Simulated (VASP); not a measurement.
Runs of VASP 6.6.1 on SrCl2. The structure is that of space group Fm-3m (No. 225), or close to it. The cells are those of the table. 

```csv
task,cell,cutoff (eV),gap on the mesh (eV),pressure (GPa)
single point,"a = 4.746 Å, angles 60.0°, 3 atoms",520,5.25,4.2
single point,"a = 4.669 Å, angles 60.0°, 3 atoms",520,5.19,7.3
relaxation of cell and atoms,"relaxed to 10 GPa from a = 4.887 Å, angles 60.0°, 3 atoms",600,5.13,10.0
relaxation of cell and atoms,"relaxed to 1 GPa from a = 4.887 Å, angles 60.0°, 3 atoms",600,5.32,1.0
relaxation of cell and atoms,"relaxed to 15 GPa from a = 4.887 Å, angles 60.0°, 3 atoms",600,5.04,15.0
relaxation of cell and atoms,"relaxed to 7 GPa from a = 4.887 Å, angles 60.0°, 3 atoms",600,5.19,7.0
single point,"a = 4.606 Å, angles 60.0°, 3 atoms",520,5.13,10.3
relaxation of cell and atoms,"relaxed to 4 GPa from a = 4.887 Å, angles 60.0°, 3 atoms",600,5.26,4.0
single point,"a = 4.520 Å, angles 60.0°, 3 atoms",520,(b),15.4
single point,"a = 4.845 Å, angles 60.0°, 3 atoms",520,5.32,(a)
single point,"a = 4.809 Å, angles 60.0°, 3 atoms",520,5.30,2.2
relaxation of cell and atoms,"relaxed to 2 GPa from a = 4.887 Å, angles 60.0°, 3 atoms",600,5.30,2.0
```

Alike in all rows: level PBEsol; potentials or basis VASP PAW PBE potentials, release 64 (Sr_sv, Cl); no spin polarisation; k mesh 6 × 6 × 6; smearing gaussian 0.01 eV.

Q: Estimate the missing entries.

A: (a) 1.2; (b) 5.03.

Caveats: the PAW data sets were made with another functional, which shifts forces and pressure a little; the cell is relaxed towards a set pressure, so the enthalpy falls and the energy may rise (some runs).

A k mesh can miss the band edges, and the runs leave out spin-orbit coupling on Sr.
